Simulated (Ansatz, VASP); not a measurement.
WS2 in VASP and in Ansatz

Contents of INCAR:

```
SYSTEM = WS2
PREC = Accurate ; ENCUT = 520
EDIFF = 1E-6 ; ISMEAR = 0
SIGMA = 0.05 ; LREAL = .FALSE.
LASPH = .TRUE. ; NELM = 100
ALGO = Normal ; ISIF = 2
LWAVE = .FALSE. ; LCHARG = .FALSE.
GGA = PS ; NBANDS = 64
```

KPOINTS

```
regular mesh
0
G
  6 6 6
  0 0 0
```

Contents of POSCAR:

```
WS2
1.0
    3.1580007686      5.4698177815      0.0000000000
    6.3160015371      0.0000000000      0.0000000000
    3.1580007686      1.8232725938     -6.1633300000
W S
4 8
Direct
    0.0000000000      0.0000000000      0.0000000000
    0.0000000000      0.5000000000      0.0000000000
    0.5000000000      0.0000000000      0.0000000000
    0.5000000000      0.5000000000      0.0000000000
    0.7628333856      0.7377364982      0.7616936181
    0.7503000000      0.2503000000      0.7491000000
    0.2503000000      0.7503000000      0.7491000000
    0.2503000000      0.2503000000      0.7491000000
    0.5810000000      0.5810000000      0.2570000000
    0.5810000000      0.0810000000      0.2570000000
    0.0810000000      0.5810000000      0.2570000000
    0.0810000000      0.0810000000      0.2570000000
```

Input for Ansatz:

```yaml
crystal:
  lattice:
    - [3.1580007686, 5.4698177815, 0.0]
    - [6.3160015371, 0.0, 0.0]
    - [3.1580007686, 1.8232725938, -6.16333]
  atoms:
    - { symbol: W, position: [0.0, 0.0, 0.0] }
    - { symbol: W, position: [0.0, 0.5, 0.0] }
    - { symbol: W, position: [0.5, 0.0, 0.0] }
    - { symbol: W, position: [0.5, 0.5, 0.0] }
    - { symbol: S, position: [0.7628333856, 0.7377364982, 0.7616936181] }
    - { symbol: S, position: [0.7503, 0.2503, 0.7491] }
    - { symbol: S, position: [0.2503, 0.7503, 0.7491] }
    - { symbol: S, position: [0.2503, 0.2503, 0.7491] }
    - { symbol: S, position: [0.581, 0.581, 0.257] }
    - { symbol: S, position: [0.581, 0.081, 0.257] }
    - { symbol: S, position: [0.081, 0.581, 0.257] }
    - { symbol: S, position: [0.081, 0.081, 0.257] }
basis:
  ecutwfc: 420
kpoints:
  mp_grid: { grid: [6, 6, 6] }
hamiltonian:
  xc: pbesol
scf:
  occupations: { method: gaussian, width: 0.05 }
output:
  forces: true
  stress: true
  eigenvalues: true
  write_density: true
  write_potential: true
  elf: true
  volumetric_format: npy
```

Alike in both runs: task single point; functional PBEsol; k mesh 6 × 6 × 6; occupations gaussian, width 0.05 eV; no spin polarisation.

|  | VASP | Ansatz |
| --- | --- | --- |
| version | VASP 6.6.1 | Ansatz 0.2.0 |
| potentials or method | VASP PAW PBE potentials, release 64 (W_sv, S), cutoff 520 eV | scalar-relativistic, plane waves, PAW |
| valence electrons in the cell | 104 | 104 |

Ansatz gave:

| Property | Result |
| --- | --- |
| gap on the k mesh at the Fermi level (eV) | 0.95 |
| least direct gap on the mesh (eV) | 1.70 |
| pressure (GPa) | 0.6 |
| traceless stress, the component that is largest in VASP (GPa) | 1.46 |
| rms of the force components (eV/Å) | 0.575 |

Problem. Estimate VASP's values.

Solution. gap on the k mesh at the Fermi level (eV): 0.97; least direct gap on the mesh (eV): 1.70; pressure (GPa): 0.8; traceless stress, the component that is largest in VASP (GPa): 1.49; rms of the force components (eV/Å): 0.578.

VASP's potentials were made for PBE, not for PBEsol. Atom by atom the forces differ by 0.010 eV/Å (rms over components).

Neither program's run includes spin-orbit coupling.
